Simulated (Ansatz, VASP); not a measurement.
# GaSe2 in VASP and in Ansatz

File INCAR:

```
SYSTEM = GaSe2
PREC     = Accurate       ! precision mode
ENCUT    = 520            ! plane-wave cutoff, eV
EDIFF    = 1E-6           ! SCF threshold, eV
ISMEAR   = 0              ! smearing method
SIGMA    = 0.1            ! smearing width, eV
LREAL    = .FALSE.        ! projectors in reciprocal space
LASPH    = .TRUE.         ! aspherical terms in the spheres
NELM     = 60             ! most SCF steps
ALGO     = Normal         ! electronic algorithm
ISIF     = 2              ! what is computed and relaxed
LWAVE    = .FALSE.        ! write WAVECAR
LCHARG   = .FALSE.        ! write CHGCAR
GGA      = PE             ! functional
NBANDS   = 34             ! bands
```

Contents of KPOINTS:

```
regular mesh
0
G
  4 4 4
  0 0 0
```

File POSCAR:

```
GaSe2
1.0
    0.0000000000      4.1432559000      4.1432559000
    4.1432559000      0.0000000000      4.1432559000
    4.1432559000      4.1432559000      0.0000000000
Ga Se
2 4
Direct
    0.5000000000      0.5000000000      0.5000000000
    0.7500000000      0.7500000000      0.7500000000
    0.1250000000      0.1250000000      0.1250000000
    0.6250000000      0.1250000000      0.1250000000
    0.1250000000      0.6250000000      0.1250000000
    0.1250000000      0.1250000000      0.6250000000
```

Input for Ansatz:

```yaml
crystal:
  lattice:
    - [0.0, 4.1432559, 4.1432559]
    - [4.1432559, 0.0, 4.1432559]
    - [4.1432559, 4.1432559, 0.0]
  atoms:
    - { symbol: Ga, position: [0.5, 0.5, 0.5] }
    - { symbol: Ga, position: [0.75, 0.75, 0.75] }
    - { symbol: Se, position: [0.125, 0.125, 0.125] }
    - { symbol: Se, position: [0.625, 0.125, 0.125] }
    - { symbol: Se, position: [0.125, 0.625, 0.125] }
    - { symbol: Se, position: [0.125, 0.125, 0.625] }
basis:
  ecutwfc: 420
kpoints:
  mp_grid: { grid: [4, 4, 4] }
hamiltonian:
  xc: pbe
scf:
  occupations: { method: gaussian, width: 0.1 }
  lower_state_search: "off"
output:
  forces: true
  stress: true
  eigenvalues: true
```

Change from the starting cell: species swapped into the LaPt2 type (Fd-3m, No. 227).

Alike in both runs: task single point; functional PBE; k mesh 4 × 4 × 4; occupations gaussian, width 0.1 eV; no spin polarisation.

|  | VASP | Ansatz |
| --- | --- | --- |
| version | VASP 6.6.1 | Ansatz 0.2.0 |
| potentials or method | VASP PAW PBE potentials, release 64 (Ga_d, Se), cutoff 520 eV | scalar-relativistic, plane waves, PAW |
| valence electrons in the cell | 50 | 90 |

```csv
,VASP,Ansatz,Ansatz less VASP
gap on the k mesh at the Fermi level (eV),none,none,-
pressure (GPa),1.4,1.4,-0.03
```

A gap of «none» marks a metal or a gap that the smearing closes. VASP's potentials hold 50 valence electrons a cell and Ansatz's 90, so a difference there can come from the potentials and not from the codes.
